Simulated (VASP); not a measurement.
# AlN in VASP: notebook, part 2 of 3

VASP 6.6.1. The steps go on from the part before.

## Step 3: Electric field gradients, PBEsol (equal xy, yz and zx shear strains of -1 %)

INCAR

```
PREC = Accurate
ENCUT = 520
EDIFF = 1E-8
ISMEAR = -1
SIGMA = 0.02
LREAL = False
LASPH = True
NELM = 80
ALGO = Normal
ISIF = 2
LWAVE = False
LCHARG = False
GGA = PS
LEFG = True
NBANDS = 16
```

KPOINTS

```
regular mesh
0
Gamma
  11 11 6
```

POSCAR

```
AlN
1.0
    3.1110021516     -0.0155550108     -0.0155550108
   -1.5689721103      2.7019843999     -0.0056935291
   -0.0248900000     -0.0248900000      4.9780000000
Al N
2 2
Direct
    0.3333333333      0.6666666667      0.0000000000
    0.6666666667      0.3333333333      0.5000000000
    0.3333333333      0.6666666667      0.3850000000
    0.6666666667      0.3333333333      0.8850000000
```

Potentials or basis: VASP PAW PBE potentials, release 64 (Al, N).

The run is started by

```console
cat potpaw_PBE.64/Al/POTCAR potpaw_PBE.64/N/POTCAR > POTCAR
mpirun -np 1 vasp_std > vasp.out
```

OUTCAR:

```text
PREC = Accurate
   ENCUT = 520
   EDIFF = 1E-8
   ISMEAR = -1
   LREAL = False
   LASPH = True
   NELM = 80
   ISIF = 2
   GGA = PS

 ion  position               nearest neighbor table
   1  0.333  0.667  0.000-   4 1.87   4 1.89   4 1.89   3 1.92   2 3.04   2 3.05   2 3.07   2 3.08
                             2 3.08   2 3.08
   2  0.667  0.333  0.500-   3 1.88   3 1.89   3 1.89   4 1.92   1 3.04   1 3.05   1 3.07   1 3.08
                             1 3.08   1 3.08
   3  0.333  0.667  0.385-   2 1.88   2 1.89   2 1.89   1 1.92
   4  0.667  0.333  0.885-   1 1.87   1 1.89   1 1.89   2 1.92

  LATTYP: Found a triclinic cell.
 ALAT       =     3.0976137608
 B/A-ratio  =     1.0043472705
 C/A-ratio  =     1.6070836563
[... 689 lines left out ...]
---------------------------------------------------------------------
   1      -5.357    -3.193     8.550    -1.991    -1.105     0.022
   2      -3.193    -5.324     8.517     0.156     1.162     0.036
   3      -0.183    -0.501     0.684    -1.215    -0.901    -1.078
   4      -0.486    -0.206     0.691    -1.514    -1.263    -1.086
---------------------------------------------------------------------

 Electric field gradients after diagonalization (V/A^2)
 (convention: |V_zz| > |V_xx| > |V_yy|)
----------------------------------------------------------------------
 ion       V_xx      V_yy      V_zz     asymmetry (V_yy - V_xx)/ V_zz
----------------------------------------------------------------------
   1      -6.599    -2.041     8.640       0.528
   2      -5.335    -3.296     8.632       0.236
   3       1.360     0.881    -2.241       0.214
   4       1.517     1.169    -2.686       0.130
----------------------------------------------------------------------

           NMR quadrupolar parameters

 Cq : quadrupolar parameter    Cq=e*Q*V_zz/h
 eta: asymmetry parameters     (V_yy - V_xx)/ V_zz
 Q  : nuclear electric quadrupole moment in mb (millibarn)
----------------------------------------------------------------------
 ion       Cq(MHz)       eta       Q (mb)
----------------------------------------------------------------------
   1       0.021       0.528       1.000
   2       0.021       0.236       1.000
   3      -0.005       0.214       1.000
   4      -0.006       0.130       1.000
----------------------------------------------------------------------
```

OSZICAR:

```text
N       E                     dE             d eps       ncg     rms          rms(c)
DAV:   1     0.393773766973E+02    0.39377E+02   -0.72920E+03 11648   0.893E+02
DAV:   2    -0.323268279259E+02   -0.71704E+02   -0.65866E+02 16176   0.187E+02
DAV:   3    -0.357407932254E+02   -0.34140E+01   -0.34040E+01 14712   0.420E+01
DAV:   4    -0.357614216364E+02   -0.20628E-01   -0.20627E-01 14624   0.370E+00
DAV:   5    -0.357616854101E+02   -0.26377E-03   -0.26377E-03 14720   0.422E-01    0.117E+01
DAV:   6    -0.313562980359E+02    0.44054E+01   -0.95595E+00 14048   0.224E+01    0.418E+00
DAV:   7    -0.313410976450E+02    0.15200E-01   -0.61527E-01 12624   0.546E+00    0.290E+00
DAV:   8    -0.313083244830E+02    0.32773E-01   -0.71661E-02 13696   0.227E+00    0.595E-01
DAV:   9    -0.313035334540E+02    0.47910E-02   -0.12388E-02 15776   0.829E-01    0.250E-01
DAV:  10    -0.313038870962E+02   -0.35364E-03   -0.13953E-03 12856   0.244E-01    0.155E-01
DAV:  11    -0.313038131745E+02    0.73922E-04   -0.11908E-04 14080   0.801E-02    0.328E-02
DAV:  12    -0.313038126771E+02    0.49743E-06   -0.51636E-06 13608   0.195E-02    0.599E-03
DAV:  13    -0.313038123455E+02    0.33161E-06   -0.20938E-06 14632   0.108E-02    0.366E-03
DAV:  14    -0.313038123865E+02   -0.41027E-07   -0.13976E-07 13488   0.318E-03    0.101E-03
DAV:  15    -0.313038124052E+02   -0.18670E-07   -0.73620E-09  8616   0.648E-04    0.217E-04
DAV:  16    -0.313038124043E+02    0.88698E-09   -0.50935E-10  6736   0.262E-04
   1 F= -.31303812E+02 E0= -.31303812E+02  d E =-.161950E-10
```

Wall time 3.7 min (1 thread of Intel Xeon Platinum 8488C (Sapphire Rapids), shared host); peak memory 0.31 GiB.

What came out:

| Item | Value |
| --- | --- |
| Free energy | -31.3038 eV |
| Pressure | 0.6 GPa |
| Largest force | 0.258 eV/Å |
| Band gap on the k mesh | 4.08 eV |
| Largest electric field gradient by atom | Al +8.6; N -2.2, -2.7 V/Å² |

Forces in eV/Å, atoms in the order of the input:
```
Al   0.157  0.059  0.182
Al  -0.042  0.055  0.179
N    0.058 -0.055 -0.178
N   -0.173 -0.059 -0.183
```

Stress tensor (GPa, compression positive):
```
 1.24  1.80  1.28
 1.80  1.24  1.28
 1.28  1.28 -0.75
```

Electric field gradients, principal values (V/Å²):
```csv
atom,least,middle,greatest (by size)
1 Al,-2.041,-6.599,8.640
2 Al,-3.296,-5.335,8.632
3 N,0.881,1.360,-2.241
4 N,1.169,1.517,-2.686
```

Caveat: the cell differs from its parent crystal (equal xy, yz and zx shear strains of -1 %); without QUAD_EFG the Cq values of the log hold for a quadrupole moment of 1 mb, not for the nuclei; the PAW data sets were made with another functional, which shifts forces and pressure a little. A k mesh can miss the band edges.

## Step 4: Electric field gradients, PBEsol (equal xx and yy strain of -3 %)

INCAR

```
SYSTEM = AlN
PREC = Accurate
ENCUT = 520
EDIFF = 1E-8
ISMEAR = -1
SIGMA = 0.02
LREAL = .FALSE.
LASPH = .TRUE.
NELM = 120
ALGO = Normal
ISIF = 2
LWAVE = .FALSE.
LCHARG = .FALSE.
GGA = PS
LEFG = .TRUE.
NBANDS = 16
GGA_COMPAT = .FALSE.
```

KPOINTS

```
regular mesh
0
G
  11 11 6
  0 0 0
```

POSCAR

```
AlN
1.0
    3.0176720870      0.0000000000      0.0000000000
   -1.5088360435      2.6133806877      0.0000000000
    0.0000000000      0.0000000000      4.9780000000
Al N
2 2
Direct
    0.3333333333      0.6666666667      0.0000000000
    0.6666666667      0.3333333333      0.5000000000
    0.3333333333      0.6666666667      0.3850000000
    0.6666666667      0.3333333333      0.8850000000
```

Potentials or basis: VASP PAW PBE potentials, release 64 (Al, N).

The run is started by

```console
cat potpaw_PBE.64/Al/POTCAR potpaw_PBE.64/N/POTCAR > POTCAR
mpirun -np 1 vasp_std > vasp.out
```

OUTCAR:

```text
SYSTEM = AlN
   PREC = Accurate
   ENCUT = 520
   EDIFF = 1E-8
   ISMEAR = -1
   LREAL = .FALSE.
   LASPH = .TRUE.
   NELM = 120
   ISIF = 2
   GGA = PS

 ion  position               nearest neighbor table
   1  0.333  0.667  0.000-   4 1.83   4 1.83   4 1.83   3 1.92   2 3.04   2 3.04   2 3.04   2 3.04
                             2 3.04   2 3.04
   2  0.667  0.333  0.500-   3 1.83   3 1.83   3 1.83   4 1.92   1 3.04   1 3.04   1 3.04   1 3.04
                             1 3.04   1 3.04
   3  0.333  0.667  0.385-   2 1.83   2 1.83   2 1.83   1 1.92
   4  0.667  0.333  0.885-   1 1.83   1 1.83   1 1.83   2 1.92

  LATTYP: Found a hexagonal cell.
 ALAT       =     3.0176720870
 C/A-ratio  =     1.6496159478

  Lattice vectors:

 A1 = (   3.0176720870,   0.0000000000,   0.0000000000)
 A2 = (  -1.5088360435,   2.6133806877,   0.0000000000)
 A3 = (   0.0000000000,   0.0000000000,   4.9780000000)

Analysis of symmetry for initial positions (statically):
=====================================================================
 Subroutine PRICEL returns:
 Original cell was already a primitive cell.

 Routine SETGRP: Setting up the symmetry group for a
 hexagonal supercell.

 Subroutine GETGRP returns: Found 12 space group operations
 (whereof  6 operations were pure point group operations)
 out of a pool of 24 trial point group operations.

The static configuration has the point symmetry C_3v.
 The point group associated with its full space group is C_6v.

Analysis of symmetry for dynamics (positions and initial velocities):
=====================================================================
 Subroutine PRICEL returns:
 Original cell was already a primitive cell.

 Routine SETGRP: Setting up the symmetry group for a
 hexagonal supercell.

 Subroutine GETGRP returns: Found 12 space group operations
 (whereof  6 operations were pure point group operations)
 out of a pool of 24 trial point group operations.

The dynamic configuration has the point symmetry C_3v.
 The point group associated with its full space group is C_6v.

 Subroutine INISYM returns: Found 12 space group operations
 (whereof  6 operations are pure point group operations),
 and found     1 'primitive' translations

----------------------------------------------------------------------------------------

                                     Primitive cell

  volume of cell :      39.2581

  direct lattice vectors                    reciprocal lattice vectors
     3.017672087  0.000000000  0.000000000     0.331381267  0.191323064  0.000000000
    -1.508836043  2.613380688  0.000000000     0.000000000  0.382646128  0.000000000
     0.000000000  0.000000000  4.978000000     0.000000000  0.000000000  0.200883889

  length of vectors
     3.017672087  3.017672087  4.978000000     0.382646128  0.382646128  0.200883889

  position of ions in fractional coordinates (direct lattice)
     0.333333333  0.666666667  0.000000000
     0.666666667  0.333333333  0.500000000
     0.333333333  0.666666667  0.385000000
     0.666666667  0.333333333  0.885000000

  ion indices of the primitive-cell ions
   primitive index   ion index
                 1           1
                 2           2
                 3           3
[... 87 lines left out ...]
   EFERMI =   0.00;   METHOD = LEGACY
   ISMEAR =    -1;   SIGMA  =   0.02  broadening in eV -4-tet -1-fermi 0-gaus
   EFERMI_NEDOS =   21; number of points for ismear=-14 and -15
   IALGO  =     38    algorithm
   IMIX   =      4    mixing-type and parameters
     AMIX     =   0.40;   BMIX     =  1.00
     AMIX_MAG =   1.60;   BMIX_MAG =  1.00
  volume/ion in A,a.u.               =       9.81        66.23
  Fermi-wavevector in a.u.,A,eV,Ry     =   1.213775  2.293703 20.044789  1.473250
  Thomas-Fermi vector in A             =   2.349216
   LORBIT       =      0    0 simple, 1 ext, 2 COOP (PROOUT), +10 PAW based schemes
   GGA     = PS    functional components
   LHFCALC =     F    Hartree Fock is set to
   AEXX    =    0.0000 exact exchange contribution
   IVDW    =     0    specifies the selected vdW correction
   LEPSILON=     F    determine dielectric tensor
   LRPA    =     F    only Hartree local field effects (RPA)
 non-spin polarized calculation
  energy-cutoff  :      520.00
  volume of cell :       39.26
 maximum number of plane-waves:      1099
 NGX is ok and might be reduce to    24
   NGX = 11   NGY = 11   NGZ = 19

 number of electron      16.0000001 magnetization

 Free energy of the ion-electron system (eV)
  ---------------------------------------------------
  ext. energy  EPLUGINS =         0.00000000
  ---------------------------------------------------
  free energy    TOTEN  =       -31.14318457 eV

  energy without entropy =      -31.14318457  energy(sigma->0) =      -31.14318457

 E-fermi :   6.9762     XC(G=0): -11.3807

 val. band max:        6.6059867940   @ k =   0.0000   0.0000   0.0000
 cond. band min:      11.3125342821   @ k =   0.0000   0.0000   0.0000
 fundamental gap:      4.7065474881
 Fermi energy:         6.9761530046

 k-point     1 :       0.0000    0.0000    0.0000
  band No.  band energies     occupation
      1      -8.8790      2.00000
      2      -6.6378      2.00000
      3       0.2609      2.00000
      4       5.8724      2.00000
      5       5.8724      2.00000
      6       6.4563      2.00000
[... 433 lines left out ...]
      3       1.4136      2.00000
      4       3.5356      2.00000
      5       3.9461      2.00000
      6       5.1712      2.00000
[... 8 lines left out ...]
     15      19.6409      0.00000
     16      20.7361      0.00000

 [... further k-points ...]
[... 5 lines left out ...]
  --------------------------------------------------------------------------------------
  -------------------------------------------------------------------------------------
  Total        5.2333618      5.2333618      0.8917406      0.0000000      0.0000000     -0.0000000
  in kB      213.5805616    213.5805616     36.3931394      0.0000000      0.0000000     -0.0000000
  external PRESSURE =     154.5180876 kB  Pullay stress =       0.0000000 kB

 VOLUME and BASIS-vectors are now :
 -----------------------------------------------------------------------------
  energy-cutoff  :      520.00
  volume of cell :       39.26
      direct lattice vectors                 reciprocal lattice vectors
     3.017672087  0.000000000  0.000000000     0.331381267  0.191323064  0.000000000
    -1.508836043  2.613380688  0.000000000     0.000000000  0.382646128  0.000000000
     0.000000000  0.000000000  4.978000000     0.000000000  0.000000000  0.200883889

 POSITION                                       TOTAL-FORCE (eV/Angst)
 -----------------------------------------------------------------------------------
     -0.00000      1.74225      0.00000         0.000000     -0.000000      0.604524
      1.50884      0.87113      2.48900         0.000000      0.000000      0.604524
     -0.00000      1.74225      1.91653        -0.000000     -0.000000     -0.604524
      1.50884      0.87113      4.40553         0.000000      0.000000     -0.604524
 -----------------------------------------------------------------------------------
    total drift:                               -0.000000      0.000000      0.000490

  FREE ENERGIE OF THE ION-ELECTRON SYSTEM (eV)
  ---------------------------------------------------
  free  energy   TOTEN  =       -31.1431845746 eV

  energy  without entropy=      -31.1431845746  energy(sigma->0) =      -31.14318457

 Electric field gradients (V/A^2)
---------------------------------------------------------------------
 ion       V_xx      V_yy      V_zz      V_xy      V_xz      V_yz
---------------------------------------------------------------------
   1      -8.321    -8.321    16.642     0.000    -0.000     0.000
   2      -8.321    -8.321    16.642     0.000     0.000    -0.000
   3      -3.759    -3.758     7.517     0.001    -0.000     0.000
   4      -3.759    -3.758     7.517     0.001     0.000    -0.000
---------------------------------------------------------------------

 Electric field gradients after diagonalization (V/A^2)
 (convention: |V_zz| > |V_xx| > |V_yy|)
----------------------------------------------------------------------
 ion       V_xx      V_yy      V_zz     asymmetry (V_yy - V_xx)/ V_zz
----------------------------------------------------------------------
   1      -8.321    -8.321    16.642       0.000
   2      -8.321    -8.321    16.642       0.000
   3      -3.760    -3.758     7.517       0.000
   4      -3.760    -3.758     7.517       0.000
----------------------------------------------------------------------

           NMR quadrupolar parameters

 Cq : quadrupolar parameter    Cq=e*Q*V_zz/h
 eta: asymmetry parameters     (V_yy - V_xx)/ V_zz
 Q  : nuclear electric quadrupole moment in mb (millibarn)
----------------------------------------------------------------------
 ion       Cq(MHz)       eta       Q (mb)
----------------------------------------------------------------------
   1       0.040       0.000       1.000
   2       0.040       0.000       1.000
   3       0.018       0.000       1.000
   4       0.018       0.000       1.000
----------------------------------------------------------------------
```

OSZICAR:

```text
N       E                     dE             d eps       ncg     rms          rms(c)
DAV:   1     0.420359462875E+02    0.42036E+02   -0.74702E+03  2048   0.904E+02
DAV:   2    -0.325438759337E+02   -0.74580E+02   -0.68166E+02  2864   0.194E+02
DAV:   3    -0.358684256255E+02   -0.33245E+01   -0.33161E+01  2584   0.426E+01
DAV:   4    -0.358871928310E+02   -0.18767E-01   -0.18766E-01  2552   0.357E+00
DAV:   5    -0.358874237871E+02   -0.23096E-03   -0.23096E-03  2560   0.399E-01    0.122E+01
DAV:   6    -0.312100174597E+02    0.46774E+01   -0.97178E+00  2424   0.229E+01    0.440E+00
DAV:   7    -0.311810710213E+02    0.28946E-01   -0.69540E-01  2320   0.579E+00    0.300E+00
DAV:   8    -0.311472941211E+02    0.33777E-01   -0.67653E-02  2328   0.216E+00    0.485E-01
DAV:   9    -0.311429338228E+02    0.43603E-02   -0.11588E-02  2648   0.801E-01    0.236E-01
DAV:  10    -0.311432527060E+02   -0.31888E-03   -0.12596E-03  2312   0.230E-01    0.135E-01
DAV:  11    -0.311431850691E+02    0.67637E-04   -0.12605E-04  2440   0.839E-02    0.247E-02
DAV:  12    -0.311431850260E+02    0.43088E-07   -0.50429E-06  2456   0.190E-02    0.654E-03
DAV:  13    -0.311431845723E+02    0.45368E-06   -0.12284E-06  2600   0.851E-03    0.119E-03
DAV:  14    -0.311431845746E+02   -0.23109E-08   -0.54749E-08  2312   0.191E-03
   1 F= -.31143185E+02 E0= -.31143185E+02  d E =-.195393E-10
```

Run time: 27 s. Hardware: 1 thread of Intel Xeon 8259CL, shared host; peak memory 0.17 GiB.

Results:

```yaml
Free_energy: -31.1432 eV
Pressure: 15.5 GPa
Largest_force: 0.605 eV/Å
Band_gap_on_the_k_mesh: 4.71 eV
Largest_electric_field_gradient_by_atom: Al +16.6; N +7.5 V/Å²
```

Forces in eV/Å, atoms in the order of the input:
```
Al   0.000  0.000  0.605
Al   0.000  0.000  0.605
N    0.000  0.000 -0.605
N    0.000  0.000 -0.605
```

Stress tensor (GPa, compression positive):
```
21.36  0.00  0.00
 0.00 21.36  0.00
 0.00  0.00  3.64
```

Levels at points of the mesh, in eV from the valence-band top:
| k point | band 6 | band 7 | band 8 | band 9 | band 10 | band 11 |
| --- | --- | --- | --- | --- | --- | --- |
| (0.00, 0.00, 0.00) | -0.15 | -0.15 | 0.00 | 4.71 | 7.51 | 10.97 |
| (0.00, 0.00, 0.50) | -0.45 | -0.45 | -0.45 | 7.14 | 7.14 | 10.68 |

Electric field gradients, principal values (V/Å²):
```csv
atom,least,middle,greatest (by size)
1 Al,-8.321,-8.321,16.642
2 Al,-8.321,-8.321,16.642
3 N,-3.758,-3.760,7.517
4 N,-3.758,-3.760,7.517
```

Caveat: the cell differs from its parent crystal (equal xx and yy strain of -3 %); the stress differs along the axes, from 4 to 21 GPa; without QUAD_EFG the Cq values of the log hold for a quadrupole moment of 1 mb, not for the nuclei; the PAW data sets were made with another functional, which shifts forces and pressure a little. A k mesh can miss the band edges.

(Continued in part 3 of 3.)
